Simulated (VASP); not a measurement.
The system is CuI.

```
CELL_PARAMETERS angstrom
2.07750 1.19945 6.82667
-2.07750 1.19945 6.82667
0.00000 -2.39889 6.82667
ATOMIC_POSITIONS crystal
Cu 0.12930 0.12930 0.12930
Cu 0.87070 0.87070 0.87070
I 0.00000 0.00000 0.00000
I 0.50000 0.50000 0.50000
```

```yaml
Program: VASP 6.6.1
Task: relaxation of cell and atoms
Functional: PBE
Potentials_or_basis: VASP PAW PBE potentials, release 64 (Cu, I)
Cutoff: 600 eV
k_mesh: 6 × 6 × 6
Occupations: gaussian, width 0.1 eV
Spin: no spin polarisation
```

At the start: pressure 6.9 GPa; volume 25.52 Å³/atom.

Task: How do energy, volume and symmetry change on relaxing?

Result: Over 4 steps the energy falls by 132.1 meV/atom and the volume is 29.45 Å³/atom (+15.4 %); space group R-3m (No. 166, to 0.05 Å).

The path:
| step | energy change (eV) | largest force (eV/Å) | pressure (GPa) | volume (Å³) |
| --- | --- | --- | --- | --- |
| 1 | 0.0000 | 1.0406 | 6.95 | 102.07 |
| 2 | -0.5181 | 0.2203 | -0.54 | 119.04 |
| 3 | -0.5183 | 0.2044 | -0.69 | 119.58 |
| 4 | -0.5286 | 0.0280 | -0.01 | 117.81 |

Final structure:
```xyz
4
Lattice="2.2508 1.2995 6.7131 -2.2508 1.2995 6.7131 0.0000 -2.5990 6.7131" Properties=species:S:1:pos:R:3 pbc="T T T"
Cu    0.0000    0.0000    2.5422
Cu    0.0000    0.0000   17.5972
I     0.0000   -2.5990    6.7131
I     0.0000    0.0000   10.0697
```

Caveat: the volume moved by over 15 % at a fixed basis, so the end points are rough; the volume moved by +15 % from the deposited cell, more than functionals usually miss; the relaxation stopped at a loose force limit of 0.05 eV/Å, so its end isn't a converged minimum.
